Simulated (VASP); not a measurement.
The system is GaS5.

```
CELL_PARAMETERS angstrom
0.00000 3.86713 3.86713
3.86713 0.00000 3.86713
3.86713 3.86713 0.00000
ATOMIC_POSITIONS crystal
Ga 0.00000 0.00000 0.00000
S 0.75000 0.75000 0.75000
S 0.39168 0.39168 0.82495
S 0.39168 0.82495 0.39168
S 0.39168 0.39168 0.39168
S 0.82495 0.39168 0.39168
```

```yaml
Program: VASP 6.6.1
Task: relaxation of cell and atoms
Functional: PBE
Potentials_or_basis: VASP PAW PBE potentials, release 64 (Ga_d, S)
Cutoff: 600 eV
k_mesh: 8 × 8 × 8
Occupations: gaussian, width 0.1 eV
Spin: no spin polarisation
```

At the start: pressure -0.8 GPa; volume 19.28 Å³/atom.

Question: Where does the relaxation end?

Answer: Over 5 steps the energy falls by 3.0 meV/atom and the volume is 18.69 Å³/atom (-3.1 %); space group F-43m (No. 216, to 0.05 Å).

Step by step:
| step | energy change (eV) | largest force (eV/Å) | pressure (GPa) | volume (Å³) |
| --- | --- | --- | --- | --- |
| 1 | 0.0000 | 0.1533 | -0.77 | 115.66 |
| 2 | -0.0098 | 0.1418 | -0.35 | 114.12 |
| 3 | -0.0157 | 0.1246 | 0.32 | 111.93 |
| 4 | -0.0182 | 0.0072 | -0.11 | 112.14 |
| 5 | -0.0183 | 0.0026 | -0.07 | 112.13 |

Final structure:
```
CELL_PARAMETERS angstrom
0.00000 3.82731 3.82731
3.82731 0.00000 3.82731
3.82731 3.82731 0.00000
ATOMIC_POSITIONS crystal
Ga 0.00000 0.00000 0.00000
S 0.75000 0.75000 0.75000
S 0.38961 0.38961 0.83117
S 0.38961 0.83117 0.38961
S 0.38961 0.38961 0.38961
S 0.83117 0.38961 0.38961
```
